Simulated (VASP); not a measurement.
Here is a VASP 6.6.1 calculation.

The input INCAR:

```
SYSTEM = Nb5N
PREC = Accurate ; ENCUT = 600
EDIFF = 1E-6 ; ISMEAR = 0
SIGMA = 0.1 ; LREAL = .FALSE.
LASPH = .TRUE. ; NELM = 80
ALGO = Normal ; ISIF = 3
LWAVE = .FALSE. ; LCHARG = .FALSE.
GGA = PE ; IBRION = 2
NSW = 90 ; EDIFFG = -0.04
```

KPOINTS

```
regular mesh
0
G
  6 6 4
  0 0 0
```

The input POSCAR:

```
Nb5N
1.0
    5.2351857700      0.0000000000      0.0000000000
   -2.6175928900      4.5338038700      0.0000000000
    0.0000000000      0.0000000000      4.2531202700
Nb N
5 1
Direct
    0.3333333300      0.6666666700      0.0000000000
    0.6666666700      0.3333333300      0.0000000000
    0.5000000000      0.0000000000      0.5000000000
    0.5000000000      0.5000000000      0.5000000000
    0.0000000000      0.5000000000      0.5000000000
    0.0000000000      0.0000000000      0.0000000000
```

Potentials or basis: VASP PAW PBE potentials, release 64 (Nb_sv, N).

Launch:

```console
$ cat potpaw_PBE.64/Nb_sv/POTCAR potpaw_PBE.64/N/POTCAR > POTCAR
$ mpirun -np 1 vasp_std > vasp.out
```

Q: Estimate the relaxed cell.

A: a = 5.050 Å, b = 5.050 Å, c = 5.169 Å, α = 90.00°, β = 90.00°, γ = 120.00°.

Q: Predict the relaxed volume.

A: 19.03 Å³/atom.

Q: Estimate the band gap on the k mesh.

A: Zero (bands 35 and 36 overlap by 0.88 eV).

Step by step:
| step | energy change (eV) | largest force (eV/Å) | pressure (GPa) | volume (Å³) |
| --- | --- | --- | --- | --- |
| 1 | 0.0000 | 0.0000 | 24.23 | 100.95 |
| 2 | 0.2434 | 0.0000 | -16.43 | 142.63 |
| 3 | -1.2487 | 0.0000 | -1.42 | 118.76 |
| 4 | -1.2508 | 0.0000 | -0.80 | 118.11 |
| 5 | -1.2508 | 0.0000 | -0.43 | 117.75 |
| 6 | -1.3016 | 0.0000 | -0.18 | 116.92 |
| 7 | -1.4034 | 0.0000 | 1.24 | 114.20 |
| 8 | -1.3203 | 0.0000 | 8.25 | 107.77 |
| 9 | -1.4430 | 0.0000 | 2.24 | 112.74 |
| 10 | -1.4600 | 0.0000 | 4.68 | 110.34 |
| 11 | -1.4785 | 0.0000 | 4.00 | 110.85 |
| 12 | -1.4869 | 0.0000 | 2.74 | 111.87 |
| 13 | -1.4889 | 0.0000 | 3.07 | 111.58 |
| 14 | -1.5024 | 0.0000 | 2.28 | 112.23 |
| 15 | -1.5203 | 0.0000 | 0.14 | 114.15 |

Caveat: the k points lie up to 0.30 Å⁻¹ apart in the final cell, too coarse for converged energies and pressures of a metal; a cell axis changed by over 15 % at a fixed basis, so the end point is rough.
